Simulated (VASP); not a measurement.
# Sr (I4/mmm) in VASP: notebook, part 2 of 3

VASP 6.6.1. Earlier steps stand in the parts before.

### Step 3. Single point, PBEsol (strain +0.000 along x and y, +0.025 along z)

INCAR reads:

```
SYSTEM = Sr
PREC = Accurate ; ENCUT = 520
EDIFF = 1E-7 ; ISMEAR = 0
SIGMA = 0.03 ; LREAL = .False.
LASPH = .True. ; NELM = 60
ALGO = Fast ; ISIF = 2
LWAVE = .False. ; LCHARG = .False.
GGA = PS ; NBANDS = 11
```

KPOINTS reads:

```
regular mesh
0
Gamma
  10 10 10
  0 0 0
```

POSCAR reads:

```
Sr
1.0
    0.0000000000      3.0423500000      3.1184087500
    3.0423500000      0.0000000000      3.1184087500
    3.0423500000      3.0423500000      0.0000000000
Sr
1
Direct
    0.0000000000      0.0000000000      0.0000000000
```

Potentials or basis: VASP PAW PBE potentials, release 64 (Sr_sv).

Launch:

```sh
$ cat potpaw_PBE.64/Sr_sv/POTCAR > POTCAR
$ mpirun -np 1 vasp_std > vasp.out
```

OUTCAR:

```text
SYSTEM = Sr
   PREC = Accurate
   ENCUT = 520
   EDIFF = 1E-7
   ISMEAR = 0
   LREAL = .False.
   LASPH = .True.
   NELM = 60
   ISIF = 2
   GGA = PS

 ion  position               nearest neighbor table
   1  0.000  0.000  0.000-

  LATTYP: Found a body centered tetragonal cell.
 ALAT       =     4.3025326315
 C/A-ratio  =     1.4495689014

  Lattice vectors:

 A1 = (  -3.0423500000,   0.0000000000,   3.1184087500)
 A2 = (   3.0423500000,   0.0000000000,   3.1184087500)
 A3 = (   0.0000000000,   3.0423500000,  -3.1184087500)

Analysis of symmetry for initial positions (statically):
=====================================================================
 Subroutine PRICEL returns:
 Original cell was already a primitive cell.

 Routine SETGRP: Setting up the symmetry group for a
 body centered tetragonal supercell.

 Subroutine GETGRP returns: Found 16 space group operations
 (whereof 16 operations were pure point group operations)
 out of a pool of 16 trial point group operations.

The static configuration has the point symmetry D_4h.

Analysis of symmetry for dynamics (positions and initial velocities):
=====================================================================
 Subroutine PRICEL returns:
 Original cell was already a primitive cell.

 Routine SETGRP: Setting up the symmetry group for a
 body centered tetragonal supercell.

 Subroutine GETGRP returns: Found 16 space group operations
 (whereof 16 operations were pure point group operations)
 out of a pool of 16 trial point group operations.

The dynamic configuration has the point symmetry D_4h.

 Subroutine INISYM returns: Found 16 space group operations
 (whereof 16 operations are pure point group operations),
 and found     1 'primitive' translations

----------------------------------------------------------------------------------------

[... 109 lines left out ...]
     AMIX     =   0.40;   BMIX     =  1.00
     AMIX_MAG =   1.60;   BMIX_MAG =  1.00
  volume/ion in A,a.u.               =      57.73       389.56
  Fermi-wavevector in a.u.,A,eV,Ry     =   0.912601  1.724566 11.331489  0.832841
  Thomas-Fermi vector in A             =   2.037016
   LORBIT       =      0    0 simple, 1 ext, 2 COOP (PROOUT), +10 PAW based schemes
   GGA     = PS    functional components
   LHFCALC =     F    Hartree Fock is set to
   AEXX    =    0.0000 exact exchange contribution
   IVDW    =     0    specifies the selected vdW correction
   LEPSILON=     F    determine dielectric tensor
   LRPA    =     F    only Hartree local field effects (RPA)
 non-spin polarized calculation
 RMM-DIIS sequential band-by-band and
 Gauss-broadening in eV      SIGMA  =   0.03
  energy-cutoff  :      520.00
  volume of cell :       57.73
 maximum number of plane-waves:      1570
   NGX = 17   NGY = 17   NGZ = 15

 number of electron      10.0000000 magnetization

 Free energy of the ion-electron system (eV)
  ---------------------------------------------------
  ext. energy  EPLUGINS =         0.00000000
  ---------------------------------------------------
  free energy    TOTEN  =        -1.81633025 eV

  energy without entropy =       -1.81513708  energy(sigma->0) =       -1.81573366

 E-fermi :   1.3564     XC(G=0):  -7.2831

 val. band max:        1.3499938621   @ k =  -0.4000   0.0000   0.3000
 cond. band min:       1.3569684232   @ k =   0.5000   0.0000   0.0000
 fundamental gap:      0.0069745611
 Fermi energy:         1.3564020868

 k-point     1 :       0.0000    0.0000    0.0000
  band No.  band energies     occupation
      1     -35.2999      2.00000
      2     -17.2092      2.00000
      3     -17.2076      2.00000
      4     -17.2076      2.00000
      5      -2.2469      2.00000
      6       3.5335      0.00000
      7       3.6604      0.00000
      8       3.6604      0.00000
      9       4.9095      0.00000
     10       5.1117      0.00000
     11       8.3097      0.00000
[... 309 lines left out ...]
 k-point    24 :       0.4000    0.3000    0.0000
  band No.  band energies     occupation
      1     -35.2886      2.00000
      2     -17.3337      2.00000
      3     -17.2572      2.00000
      4     -17.2508      2.00000
      5      -0.0915      2.00000
      6       2.0021      0.00000
      7       2.5663      0.00000
      8       4.7597      0.00000
      9       5.0686      0.00000
     10       5.9326      0.00000
     11       7.3712      0.00000

 [... further k-points ...]
[... 5 lines left out ...]
  --------------------------------------------------------------------------------------
  -------------------------------------------------------------------------------------
  Total       -0.3873943     -0.3873943     -0.4084109      0.0000000      0.0000000     -0.0000000
  in kB      -10.7518313    -10.7518313    -11.3351302      0.0000000      0.0000000     -0.0000000
  external PRESSURE =     -10.9462643 kB  Pullay stress =       0.0000000 kB

 VOLUME and BASIS-vectors are now :
 -----------------------------------------------------------------------------
  energy-cutoff  :      520.00
  volume of cell :       57.73
      direct lattice vectors                 reciprocal lattice vectors
     0.000000000  3.042350000  3.118408750    -0.164346640  0.164346640  0.160338185
     3.042350000  0.000000000  3.118408750     0.164346640 -0.164346640  0.160338185
     3.042350000  3.042350000  0.000000000     0.164346640  0.164346640 -0.160338185

 POSITION                                       TOTAL-FORCE (eV/Angst)
 -----------------------------------------------------------------------------------
      0.00000      0.00000      0.00000        -0.000000      0.000000      0.000000
 -----------------------------------------------------------------------------------
    total drift:                               -0.000000      0.000000      0.000000

  FREE ENERGIE OF THE ION-ELECTRON SYSTEM (eV)
  ---------------------------------------------------
  free  energy   TOTEN  =        -1.8163302482 eV

  energy  without entropy=       -1.8151370803  energy(sigma->0) =       -1.81573366
```

Wall time 21 s (1 thread of Intel Xeon 6975P-C (Granite Rapids), shared host); peak memory 0.21 GiB.

Results:

```
Free energy            : -1.8163 eV
Pressure               : -1.1 GPa
Band gap on the k mesh : zero (bands 5 and 6 overlap by 0.06 eV)
```

Levels at points of the mesh, in eV from the Fermi level:
| k point | band 1 | band 2 | band 3 | band 4 | band 5 | band 6 | band 7 | band 8 | band 9 | band 10 |
| --- | --- | --- | --- | --- | --- | --- | --- | --- | --- | --- |
| (0.00, 0.00, 0.00) | -36.66 | -18.57 | -18.56 | -18.56 | -3.60 | 2.18 | 2.30 | 2.30 | 3.55 | 3.76 |
| (0.50, 0.00, 0.00) | -36.65 | -18.73 | -18.59 | -18.58 | -1.13 | 0.00 | 2.04 | 2.19 | 4.61 | 4.68 |
| (0.50, 0.50, 0.00) | -36.64 | -18.72 | -18.62 | -18.62 | -0.66 | 0.39 | 0.80 | 4.67 | 4.93 | 4.98 |
| (0.50, 0.00, 0.50) | -36.64 | -18.72 | -18.63 | -18.62 | -0.59 | 0.34 | 1.00 | 4.63 | 4.96 | 4.99 |

Caveat: the cell differs from its parent crystal (strain +0.000 along x and y, +0.025 along z); the PAW data sets were made with another functional, which shifts forces and pressure a little.

### Step 4. Single point, PBEsol (strain +0.000 along x and y, +0.050 along z)

INCAR reads:

```
SYSTEM = Sr
PREC = Accurate
ENCUT = 520
EDIFF = 1E-6
ISMEAR = 0
SIGMA = 0.03
LREAL = .False.
LASPH = .True.
NELM = 60
ALGO = Fast
ISIF = 2
LWAVE = .False.
LCHARG = .False.
GGA = PS
NBANDS = 11
```

KPOINTS reads:

```
Automatic mesh
0
Gamma
  10 10 10
  0 0 0
```

POSCAR reads:

```
Sr
1.0
    0.0000000000      3.0423500000      3.1944675000
    3.0423500000      0.0000000000      3.1944675000
    3.0423500000      3.0423500000      0.0000000000
Sr
1
Direct
    0.0000000000      0.0000000000      0.0000000000
```

Potentials or basis: VASP PAW PBE potentials, release 64 (Sr_sv).

Launch:

```sh
$ cat potpaw_PBE.64/Sr_sv/POTCAR > POTCAR
$ mpirun -np 1 vasp_std > vasp.out
```

OUTCAR:

```text
SYSTEM = Sr
   PREC = Accurate
   ENCUT = 520
   EDIFF = 1E-6
   ISMEAR = 0
   LREAL = .False.
   LASPH = .True.
   NELM = 60
   ISIF = 2
   GGA = PS

 ion  position               nearest neighbor table
   1  0.000  0.000  0.000-

  LATTYP: Found a body centered tetragonal cell.
 ALAT       =     4.3025326315
 C/A-ratio  =     1.4849242405

  Lattice vectors:

 A1 = (  -3.0423500000,   0.0000000000,   3.1944675000)
 A2 = (   3.0423500000,   0.0000000000,   3.1944675000)
 A3 = (   0.0000000000,   3.0423500000,  -3.1944675000)

Analysis of symmetry for initial positions (statically):
=====================================================================
 Subroutine PRICEL returns:
 Original cell was already a primitive cell.

 Routine SETGRP: Setting up the symmetry group for a
 body centered tetragonal supercell.

 Subroutine GETGRP returns: Found 16 space group operations
 (whereof 16 operations were pure point group operations)
 out of a pool of 16 trial point group operations.

The static configuration has the point symmetry D_4h.

Analysis of symmetry for dynamics (positions and initial velocities):
=====================================================================
 Subroutine PRICEL returns:
 Original cell was already a primitive cell.

 Routine SETGRP: Setting up the symmetry group for a
 body centered tetragonal supercell.

 Subroutine GETGRP returns: Found 16 space group operations
 (whereof 16 operations were pure point group operations)
 out of a pool of 16 trial point group operations.

The dynamic configuration has the point symmetry D_4h.

 Subroutine INISYM returns: Found 16 space group operations
 (whereof 16 operations are pure point group operations),
 and found     1 'primitive' translations

----------------------------------------------------------------------------------------

                                     Primitive cell

  volume of cell :      59.1353
[... 108 lines left out ...]
  volume/ion in A,a.u.               =      59.14       399.06
  Fermi-wavevector in a.u.,A,eV,Ry     =   0.905300  1.710769 11.150903  0.819568
  Thomas-Fermi vector in A             =   2.028851
   LORBIT       =      0    0 simple, 1 ext, 2 COOP (PROOUT), +10 PAW based schemes
   GGA     = PS    functional components
   LHFCALC =     F    Hartree Fock is set to
   AEXX    =    0.0000 exact exchange contribution
   IVDW    =     0    specifies the selected vdW correction
   LEPSILON=     F    determine dielectric tensor
   LRPA    =     F    only Hartree local field effects (RPA)
 non-spin polarized calculation
 RMM-DIIS sequential band-by-band and
 Gauss-broadening in eV      SIGMA  =   0.03
  energy-cutoff  :      520.00
  volume of cell :       59.14
 maximum number of plane-waves:      1610
 NGX is ok and might be reduce to    36
   NGX = 17   NGY = 17   NGZ = 15

 number of electron      10.0000000 magnetization

 Free energy of the ion-electron system (eV)
  ---------------------------------------------------
  ext. energy  EPLUGINS =         0.00000000
  ---------------------------------------------------
  free energy    TOTEN  =        -1.80516653 eV

  energy without entropy =       -1.80417750  energy(sigma->0) =       -1.80467201

 E-fermi :   1.2828     XC(G=0):  -7.2111

 val. band max:        1.2600026269   @ k =  -0.3000   0.2000   0.5000
 cond. band min:       1.2939082898   @ k =  -0.4000   0.0000   0.3000
 fundamental gap:      0.0339056630
 Fermi energy:         1.2828366534

 k-point     1 :       0.0000    0.0000    0.0000
  band No.  band energies     occupation
      1     -35.4313      2.00000
      2     -17.3440      2.00000
      3     -17.3406      2.00000
      4     -17.3406      2.00000
      5      -2.2858      2.00000
      6       3.3522      0.00000
      7       3.6023      0.00000
      8       3.6023      0.00000
      9       4.6606      0.00000
     10       5.0591      0.00000
     11       8.1735      0.00000
[... 309 lines left out ...]
 k-point    24 :       0.4000    0.3000    0.0000
  band No.  band energies     occupation
      1     -35.4219      2.00000
      2     -17.4552      2.00000
      3     -17.3839      2.00000
      4     -17.3769      2.00000
      5      -0.2183      2.00000
      6       1.9544      0.00000
      7       2.4029      0.00000
      8       4.6901      0.00000
      9       4.9741      0.00000
     10       5.7793      0.00000
     11       7.0976      0.00000

 [... further k-points ...]
[... 5 lines left out ...]
  --------------------------------------------------------------------------------------
  -------------------------------------------------------------------------------------
  Total       -0.4404930     -0.4404930     -0.5262782      0.0000000      0.0000000     -0.0000000
  in kB      -11.9344602    -11.9344602    -14.2586740      0.0000000      0.0000000     -0.0000000
  external PRESSURE =     -12.7091981 kB  Pullay stress =       0.0000000 kB

 VOLUME and BASIS-vectors are now :
 -----------------------------------------------------------------------------
  energy-cutoff  :      520.00
  volume of cell :       59.14
      direct lattice vectors                 reciprocal lattice vectors
     0.000000000  3.042350000  3.194467500    -0.164346640  0.164346640  0.156520609
     3.042350000  0.000000000  3.194467500     0.164346640 -0.164346640  0.156520609
     3.042350000  3.042350000  0.000000000     0.164346640  0.164346640 -0.156520609

 POSITION                                       TOTAL-FORCE (eV/Angst)
 -----------------------------------------------------------------------------------
      0.00000      0.00000      0.00000         0.000000      0.000000     -0.000000
 -----------------------------------------------------------------------------------
    total drift:                                0.000000      0.000000      0.000000

  FREE ENERGIE OF THE ION-ELECTRON SYSTEM (eV)
  ---------------------------------------------------
  free  energy   TOTEN  =        -1.8051665271 eV

  energy  without entropy=       -1.8041774999  energy(sigma->0) =       -1.80467201
```

OSZICAR:

```text
N       E                     dE             d eps       ncg     rms          rms(c)
DAV:   1     0.343503918606E+02    0.34350E+02   -0.48226E+03  2244   0.789E+02
DAV:   2    -0.886930795740E-01   -0.34439E+02   -0.33861E+02  2616   0.147E+02
DAV:   3    -0.172350509185E+01   -0.16348E+01   -0.16134E+01  3445   0.234E+01
DAV:   4    -0.180479335612E+01   -0.81288E-01   -0.81131E-01  2966   0.458E+00
DAV:   5    -0.180582571829E+01   -0.10324E-02   -0.10323E-02  3218   0.482E-01    0.112E+01
RMM:   6    -0.180538822446E+01    0.43749E-03   -0.59784E-03  2397   0.912E-01    0.629E+00
RMM:   7    -0.180495024730E+01    0.43798E-03   -0.12146E-02  2572   0.133E+00    0.263E-01
RMM:   8    -0.180506285821E+01   -0.11261E-03   -0.28934E-03  3062   0.367E-01    0.623E-02
RMM:   9    -0.180514341251E+01   -0.80554E-04   -0.56967E-04  3595   0.105E-01    0.576E-02
RMM:  10    -0.180516546827E+01   -0.22056E-04   -0.95608E-05  3302   0.638E-02    0.912E-02
RMM:  11    -0.180516564377E+01   -0.17550E-06   -0.49458E-05  3472   0.386E-02    0.614E-03
RMM:  12    -0.180516652708E+01   -0.88330E-06   -0.76026E-06  3064   0.114E-02
   1 F= -.18051665E+01 E0= -.18046720E+01  d E =-.989027E-03
```

stdout:

```text
POSCAR found type information on POSCAR Sr
 POSCAR found :  1 types and       1 ions
 scaLAPACK will be used
 -----------------------------------------------------------------------------
|                                                                             |
|                                                                             |
|     You enforced a specific xc type in the INCAR file but a different       |
|     I HOPE YOU KNOW WHAT YOU ARE DOING!                                     |
|                                                                             |
 -----------------------------------------------------------------------------

 LDA part: xc-table for (Slater+PW92), standard interpolation
 POSCAR, INCAR and KPOINTS ok, starting setup
 FFT: planning ... GRIDC
 FFT: planning ... GRID_SOFT
 FFT: planning ... GRID
 WAVECAR not read
 entering main loop
WARNING in EDDRMM: call to ZHEGV failed, returncode =   8  4      5
```

It took 23 s on 1 thread of Intel Xeon 6975P-C (Granite Rapids), shared host; peak memory 0.23 GiB.

Results:

```
Free energy            : -1.8052 eV
Pressure               : -1.3 GPa
Band gap on the k mesh : zero (bands 5 and 6 overlap by 0.08 eV)
```

Stress tensor (GPa, compression positive):
```
-1.19  0.00  0.00
 0.00 -1.19  0.00
 0.00  0.00 -1.43
```

Caveat: the cell differs from its parent crystal (strain +0.000 along x and y, +0.050 along z); the PAW data sets were made with another functional, which shifts forces and pressure a little.

[end of part 2 of 3]

The gap in the log of VASP goes by the Fermi energy; the results here count the filled bands.